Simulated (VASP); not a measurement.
# Au (Fm-3m) in VASP: a series of runs

Runs on Au. Level: PBEsol. Tasks: single point, relaxation of cell and atoms.

Everything below comes from runs of VASP 6.6.1. Logs are shortened: lines on timing, memory, paths and dates and some standing lists are left out, and cuts for length are marked.

### 1 The cell of the first run

Symmetry: Fm-3m, No. 225, cubic system. The conventional cell has a = 4.084 Å, b = 4.084 Å, c = 4.084 Å, α = 90.00°, β = 90.00°, γ = 90.00°. Au (site symmetry m-3m) has 12 Au at 2.89 Å within 3.8 Å.

### 2 Single point, PBEsol

The input, INCAR:

```
SYSTEM = Au
PREC     = Accurate       ! precision mode
ENCUT    = 520            ! plane-wave cutoff, eV
EDIFF    = 1E-7           ! SCF threshold, eV
ISMEAR   = 0              ! smearing method
SIGMA    = 0.1            ! smearing width, eV
LREAL    = .False.        ! projectors in reciprocal space
LASPH    = .True.         ! aspherical terms in the spheres
NELM     = 80             ! most SCF steps
ALGO     = Fast           ! electronic algorithm
ISIF     = 2              ! what is computed and relaxed
LWAVE    = .False.        ! write WAVECAR
LCHARG   = .False.        ! write CHGCAR
GGA      = PS             ! functional
NBANDS   = 12             ! bands
```

The input, KPOINTS:

```
Automatic mesh
0
Gamma
  18 18 18
  0 0 0
```

The input, POSCAR:

```
Au
1.0
    0.0000000000      2.0420119107      2.0420119107
    2.0420119107      0.0000000000      2.0420119107
    2.0420119107      2.0420119107      0.0000000000
Au
1
Direct
    0.0000000000      0.0000000000      0.0000000000
```

Potentials or basis: VASP PAW PBE potentials, release 64 (Au).

The run is started by

```bash
cat potpaw_PBE.64/Au/POTCAR > POTCAR
mpirun -np 1 vasp_std > vasp.out
```

OUTCAR:

```text
SYSTEM = Au
   PREC = Accurate
   ENCUT = 520
   EDIFF = 1E-7
   ISMEAR = 0
   LREAL = .False.
   LASPH = .True.
   NELM = 80
   ISIF = 2
   GGA = PS

 ion  position               nearest neighbor table
   1  0.000  0.000  0.000-

  LATTYP: Found a face centered cubic cell.
 ALAT       =     4.0840238214

  Lattice vectors:

 A1 = (   0.0000000000,   2.0420119107,   2.0420119107)
 A2 = (   2.0420119107,   0.0000000000,   2.0420119107)
 A3 = (   2.0420119107,   2.0420119107,   0.0000000000)

Analysis of symmetry for initial positions (statically):
=====================================================================
 Subroutine PRICEL returns:
 Original cell was already a primitive cell.

 Routine SETGRP: Setting up the symmetry group for a
 face centered cubic supercell.

 Subroutine GETGRP returns: Found 48 space group operations
 (whereof 48 operations were pure point group operations)
 out of a pool of 48 trial point group operations.

The static configuration has the point symmetry O_h .

Analysis of symmetry for dynamics (positions and initial velocities):
=====================================================================
 Subroutine PRICEL returns:
 Original cell was already a primitive cell.

 Routine SETGRP: Setting up the symmetry group for a
 face centered cubic supercell.

 Subroutine GETGRP returns: Found 48 space group operations
 (whereof 48 operations were pure point group operations)
 out of a pool of 48 trial point group operations.

The dynamic configuration has the point symmetry O_h .

 Subroutine INISYM returns: Found 48 space group operations
 (whereof 48 operations are pure point group operations),
 and found     1 'primitive' translations

----------------------------------------------------------------------------------------

                                     Primitive cell

  volume of cell :      17.0296

  direct lattice vectors                    reciprocal lattice vectors
     0.000000000  2.042011911  2.042011911    -0.244856554  0.244856554  0.244856554
     2.042011911  0.000000000  2.042011911     0.244856554 -0.244856554  0.244856554
     2.042011911  2.042011911  0.000000000     0.244856554  0.244856554 -0.244856554

  length of vectors
     2.887840939  2.887840939  2.887840939     0.424103992  0.424103992  0.424103992

  position of ions in fractional coordinates (direct lattice)
     0.000000000  0.000000000  0.000000000

  ion indices of the primitive-cell ions
   primitive index   ion index
                 1           1

----------------------------------------------------------------------------------------

 KPOINTS: Automatic mesh

Automatic generation of k-mesh.
 Grid dimensions read from file:
 generate k-points for:   18   18   18

 Generating k-lattice:

  Cartesian coordinates                     Fractional coordinates (reciprocal lattice)
    -0.013603142  0.013603142  0.013603142     0.055555556  0.000000000  0.000000000
     0.013603142 -0.013603142  0.013603142     0.000000000  0.055555556  0.000000000
     0.013603142  0.013603142 -0.013603142     0.000000000  0.000000000  0.055555556

  Length of vectors
     0.023561333  0.023561333  0.023561333

  Shift w.r.t. Gamma in fractional coordinates (k-lattice)
     0.000000000  0.000000000  0.000000000

 Subroutine IBZKPT returns following result:
 ===========================================

 Found    195 irreducible k-points:

 Following reciprocal coordinates:
            Coordinates               Weight
  0.000000  0.000000  0.000000      1.000000
  0.055556  0.000000  0.000000      8.000000
  0.111111  0.000000  0.000000      8.000000
  0.166667  0.000000  0.000000      8.000000
  0.222222  0.000000  0.000000      8.000000
  0.277778  0.000000  0.000000      8.000000
[... 16 lines left out ...]
 -0.277778  0.055556  0.000000     24.000000
 -0.222222  0.055556  0.000000     24.000000
 [... further k-points ...]
   k-points           NKPTS =    195   k-points in BZ     NKDIM =    195   number of bands    NBANDS=     12
   number of dos      NEDOS =    301   number of ions     NIONS =      1
   total plane-waves  NPLWV =  13824
   dimension x,y,z NGX =    24 NGY =   24 NGZ =   24
   dimension x,y,z NGXF=    48 NGYF=   48 NGZF=   48
   ions per type =               1
   NGX,Y,Z   is equivalent  to a cutoff of  13.82, 13.82, 13.82 a.u.
   NGXF,Y,Z  is equivalent  to a cutoff of  27.63, 27.63, 27.63 a.u.
 SYSTEM =  Au
   PREC   = accura    normal or accurate (medium, high low for compatibility)
   ISTART =      0    job   : 0-new  1-cont  2-samecut
   ICHARG =      2    charge: 1-file 2-atom 10-const
   ISPIN  =      1    spin polarized calculation?
   LNONCOLLINEAR =      F non collinear calculations
   LSORBIT =      F    spin-orbit coupling
   LASPH  =      T    aspherical Exc in radial PAW
   ENCUT  =  520.0 eV  38.22 Ry    6.18 a.u.   5.37  5.37  5.37*2*pi/ulx,y,z
   NELM   =     80;   NELMIN=  2; NELMDL= -5     # of ELM steps
   EDIFF  = 0.1E-06   stopping-criterion for ELM
   LREAL  =      F    real-space projection
   EDIFFG = 0.1E-05   stopping-criterion for IOM
   NSW    =      0    number of steps for IOM
   IBRION =     -1    ionic relax: 0-MD 1-quasi-New 2-CG
   NFREE  =      0    steps in history (QN), initial steepest desc. (CG)
   ISIF   =      2    stress and relaxation
   ISYM   =      2    0-nonsym 1-usesym 2-fastsym
   POTIM  = 0.5000    time-step for ionic-motion
   TEBEG  =    0.0;   TEEND  =   0.0 temperature during run
   PSTRESS=    0.0 pullay stress
   NELECT =      11.0000    total number of electrons
   NUPDOWN=      -1.0000    fix difference up-down
   EMIN   =  10.00;   EMAX   =-10.00  energy-range for DOS
   EFERMI =   0.00;   METHOD = LEGACY
   ISMEAR =     0;   SIGMA  =   0.10  broadening in eV -4-tet -1-fermi 0-gaus
   EFERMI_NEDOS =   21; number of points for ismear=-14 and -15
   IALGO  =     68    algorithm
   IMIX   =      4    mixing-type and parameters
     AMIX     =   0.40;   BMIX     =  1.00
     AMIX_MAG =   1.60;   BMIX_MAG =  1.00
  volume/ion in A,a.u.               =      17.03       114.92
  Fermi-wavevector in a.u.,A,eV,Ry     =   1.415155  2.674256 27.247908  2.002665
  Thomas-Fermi vector in A             =   2.536623
   LORBIT       =      0    0 simple, 1 ext, 2 COOP (PROOUT), +10 PAW based schemes
   GGA     = PS    functional components
   LHFCALC =     F    Hartree Fock is set to
   AEXX    =    0.0000 exact exchange contribution
   IVDW    =     0    specifies the selected vdW correction
   LEPSILON=     F    determine dielectric tensor
   LRPA    =     F    only Hartree local field effects (RPA)
 non-spin polarized calculation
 RMM-DIIS sequential band-by-band and
 Gauss-broadening in eV      SIGMA  =   0.10
  energy-cutoff  :      520.00
  volume of cell :       17.03
 maximum number of plane-waves:       473
 NGX is ok and might be reduce to    24
   NGX = 11   NGY = 11   NGZ = 11

 number of electron      11.0000000 magnetization

 Free energy of the ion-electron system (eV)
  ---------------------------------------------------
  ext. energy  EPLUGINS =         0.00000000
  ---------------------------------------------------
  free energy    TOTEN  =        -3.92507825 eV

  energy without entropy =       -3.92365755  energy(sigma->0) =       -3.92436790

 E-fermi :   9.2596     XC(G=0): -12.8887

 val. band max:        9.2575321790   @ k =   0.5000   0.1667   0.0556
 cond. band min:       9.2643895282   @ k =   0.5000   0.2778   0.1111
 fundamental gap:      0.0068573493
 Fermi energy:         9.2596312236

 k-point     1 :       0.0000    0.0000    0.0000
  band No.  band energies     occupation
      1      -0.6383      2.00000
      2       4.6086      2.00000
      3       4.6086      2.00000
      4       4.6086      2.00000
      5       6.1407      2.00000
      6       6.1407      2.00000
      7      23.7889      0.00000
      8      27.7875      0.00000
      9      27.7875      0.00000
     10      27.7875      0.00000
     11      32.6560      0.00000
     12      37.3280      0.00000

 k-point     2 :       0.0556    0.0000    0.0000
  band No.  band energies     occupation
      1      -0.5302      2.00000
      2       4.5724      2.00000
      3       4.6463      2.00000
      4       4.6463      2.00000
      5       6.1232      2.00000
      6       6.1232      2.00000
      7      23.9183      0.00000
      8      27.0698      0.00000
      9      27.9168      0.00000
     10      27.9168      0.00000
     11      33.2733      0.00000
     12      35.9832      0.00000

 k-point     3 :       0.1111    0.0000    0.0000
  band No.  band energies     occupation
      1      -0.2146      2.00000
      2       4.4804      2.00000
      3       4.7446      2.00000
      4       4.7446      2.00000
      5       6.0876      2.00000
      6       6.0876      2.00000
      7      24.2118      0.00000
      8      25.5899      0.00000
      9      28.2821      0.00000
     10      28.2821      0.00000
     11      33.0506      0.00000
     12      35.3481      0.00000
[... 286 lines left out ...]
 k-point    23 :      -0.2778    0.0556    0.0000
  band No.  band energies     occupation
      1       1.6696      2.00000
      2       4.6338      2.00000
      3       4.8624      2.00000
      4       4.8805      2.00000
      5       6.3264      2.00000
      6       6.8591      2.00000
      7      18.6522      0.00000
      8      24.4833      0.00000
      9      27.1983      0.00000
     10      29.8204      0.00000
     11      30.8571      0.00000
     12      32.3518      0.00000

 k-point    24 :      -0.2222    0.0556    0.0000
  band No.  band energies     occupation
      1       1.1653      2.00000
      2       4.3310      2.00000
      3       4.9152      2.00000
      4       4.9544      2.00000
      5       6.0427      2.00000
      6       6.5272      2.00000
      7      20.8418      0.00000
      8      24.8758      0.00000
      9      27.8048      0.00000
     10      30.0782      0.00000
     11      30.6847      0.00000
     12      32.1256      0.00000

 [... further k-points ...]

------------------------ aborting loop because EDIFF is reached ----------------------------------------

  FORCE on cell =-STRESS in cart. coord.  units (eV):
  Direction    XX          YY          ZZ          XY          YZ          ZX
  --------------------------------------------------------------------------------------
  -------------------------------------------------------------------------------------
  Total       -0.0320285     -0.0320285     -0.0320285      0.0000000     -0.0000000     -0.0000000
  in kB       -3.0132976     -3.0132976     -3.0132976      0.0000000     -0.0000000     -0.0000000
  external PRESSURE =      -3.0132976 kB  Pullay stress =       0.0000000 kB

 VOLUME and BASIS-vectors are now :
 -----------------------------------------------------------------------------
  energy-cutoff  :      520.00
  volume of cell :       17.03
      direct lattice vectors                 reciprocal lattice vectors
     0.000000000  2.042011911  2.042011911    -0.244856554  0.244856554  0.244856554
     2.042011911  0.000000000  2.042011911     0.244856554 -0.244856554  0.244856554
     2.042011911  2.042011911  0.000000000     0.244856554  0.244856554 -0.244856554

 POSITION                                       TOTAL-FORCE (eV/Angst)
 -----------------------------------------------------------------------------------
      0.00000      0.00000      0.00000        -0.000000      0.000000     -0.000000
 -----------------------------------------------------------------------------------
    total drift:                               -0.000000      0.000000      0.000000

  FREE ENERGIE OF THE ION-ELECTRON SYSTEM (eV)
  ---------------------------------------------------
  free  energy   TOTEN  =        -3.9250782478 eV

  energy  without entropy=       -3.9236575489  energy(sigma->0) =       -3.92436790
```

Wall time 53 s (1 thread of Intel Xeon 8259CL, shared host); peak memory 0.17 GiB.

Results:

| Item | Value |
| --- | --- |
| Free energy | -3.9251 eV |
| Pressure | -0.3 GPa |
| Band gap on the k mesh | zero (an odd number of electrons rules out a gap without spin polarisation) |

Levels at points of the mesh, in eV from the Fermi level:
| k point | band 4 | band 5 | band 6 | band 7 | band 8 | band 9 |
| --- | --- | --- | --- | --- | --- | --- |
| (0.00, 0.00, 0.00) | -4.65 | -3.12 | -3.12 | 14.53 | 18.53 | 18.53 |
| (0.50, 0.00, 0.00) | -1.91 | -1.91 | -1.00 | 3.09 | 13.97 | 17.13 |
| (0.50, 0.50, 0.00) | -1.59 | -1.59 | 0.98 | 5.78 | 9.99 | 9.99 |

Caveat: the PAW data sets were made with another functional, which shifts forces and pressure a little; spin-orbit coupling is left out, which moves the levels of the heavy elements.

### 3 Relaxation of cell and atoms, PBEsol

This run uses another cell than the first one, of 17.97 Å³/atom.

The input, INCAR:

```
PREC     = Accurate       # precision mode
ENCUT    = 600            # plane-wave cutoff, eV
EDIFF    = 1E-7           # SCF threshold, eV
ISMEAR   = 0              # smearing method
SIGMA    = 0.1            # smearing width, eV
LREAL    = False          # projectors in reciprocal space
LASPH    = True           # aspherical terms in the spheres
NELM     = 80             # most SCF steps
ALGO     = Normal         # electronic algorithm
ISIF     = 3              # what is computed and relaxed
LWAVE    = False          # write WAVECAR
LCHARG   = False          # write CHGCAR
GGA      = PS             # functional
IBRION   = 2              # ionic algorithm
NSW      = 70             # ionic steps
EDIFFG   = -0.005         # ionic threshold
```

The input, KPOINTS:

```
Automatic mesh
0
Gamma
  18 18 18
```

The input, POSCAR:

```
Au
1.0
    0.0000000000      2.0790566510      2.0790566510
    2.0790566510      0.0000000000      2.0790566510
    2.0790566510      2.0790566510      0.0000000000
Au
1
Direct
    0.0000000000      0.0000000000      0.0000000000
```

Potentials or basis: VASP PAW PBE potentials, release 64 (Au).

The run is started by

```bash
cat potpaw_PBE.64/Au/POTCAR > POTCAR
mpirun -np 1 vasp_std > vasp.out
```

It took 1.7 min on 1 thread of Intel Xeon 8259CL, shared host; peak memory 0.19 GiB.

It converged, with:

```yaml
Free_energy: -3.9251 eV
Relaxed_volume: 17.01 Å³/atom
Relaxed_cell: a = 2.887 Å, b = 2.887 Å, c = 2.887 Å, α = 60.00°, β = 60.00°, γ = 60.00°
Space_group_after_relaxing_to_0.1_Å: Fm-3m (No. 225)
Energy_gained_by_relaxing: 26.6 meV/atom
Ionic_steps: 4
Pressure_after_relaxing: 0.0 GPa
Band_gap_on_the_k_mesh: zero (an odd number of electrons rules out a gap without spin polarisation)
```

The path:
| step | energy change (eV) | largest force (eV/Å) | pressure (GPa) | volume (Å³) |
| --- | --- | --- | --- | --- |
| 1 | 0.0000 | 0.0000 | -8.28 | 17.97 |
| 2 | 0.0433 | 0.0000 | 18.28 | 15.66 |
| 3 | -0.0265 | 0.0000 | -0.21 | 17.03 |
| 4 | -0.0266 | 0.0000 | -0.01 | 17.01 |

Final structure:
```
Au
1.0
     0.00000    2.04118    2.04118
     2.04118    0.00000    2.04118
     2.04118    2.04118    0.00000
Au
1
Cartesian
  0.0000 2.0412 2.0412
```

Levels at points of the mesh, in eV from the Fermi level:
| k point | band 2 | band 3 | band 4 | band 5 | band 6 | band 7 | band 8 | band 9 |
| --- | --- | --- | --- | --- | --- | --- | --- | --- |
| (0.00, 0.00, 0.00) | -4.66 | -4.66 | -4.66 | -3.12 | -3.12 | 14.53 | 18.53 | 18.53 |
| (0.50, 0.00, 0.00) | -4.69 | -4.69 | -1.92 | -1.92 | -1.01 | 3.09 | 13.97 | 17.14 |
| (0.50, 0.50, 0.00) | -6.74 | -1.96 | -1.59 | -1.59 | 0.98 | 5.79 | 9.99 | 9.99 |

Caveat: the PAW data sets were made with another functional, which shifts forces and pressure a little; spin-orbit coupling is left out, which moves the levels of the heavy elements.
